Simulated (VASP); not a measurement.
A run of VASP 6.6.1 is set up as follows.

Contents of INCAR:

```
PREC = Accurate
ENCUT = 600
EDIFF = 1E-6
ISMEAR = 0
SIGMA = 0.1
LREAL = False
LASPH = True
NELM = 60
ALGO = Fast
ISIF = 3
LWAVE = False
LCHARG = False
GGA = PE
IBRION = 2
NSW = 100
EDIFFG = -0.01
```

The input KPOINTS:

```
regular mesh
0
Gamma
  16 16 10
```

POSCAR

```
MgW
1.0
    1.6660050190     -2.1615732784      0.0000000000
    1.6660050190      2.1615732784      0.0000000000
    0.0000000000      0.0000000000      4.7534651477
Mg W
1 1
Direct
    0.5000000000      0.5000000000      0.0000000000
    0.0000000000      0.0000000000      0.5000000000
```

Potentials or basis: VASP PAW PBE potentials, release 64 (Mg, W_sv).

Run with:

```bash
$ cat potpaw_PBE.64/Mg/POTCAR potpaw_PBE.64/W_sv/POTCAR > POTCAR
$ mpirun -np 1 vasp_std > vasp.out
```

(1) Predict the band gap on the k mesh.

Results:

(1) zero (bands 8 and 9 overlap by 1.41 eV).

Caveat: spin-orbit coupling is left out, which moves the levels of the heavy elements.
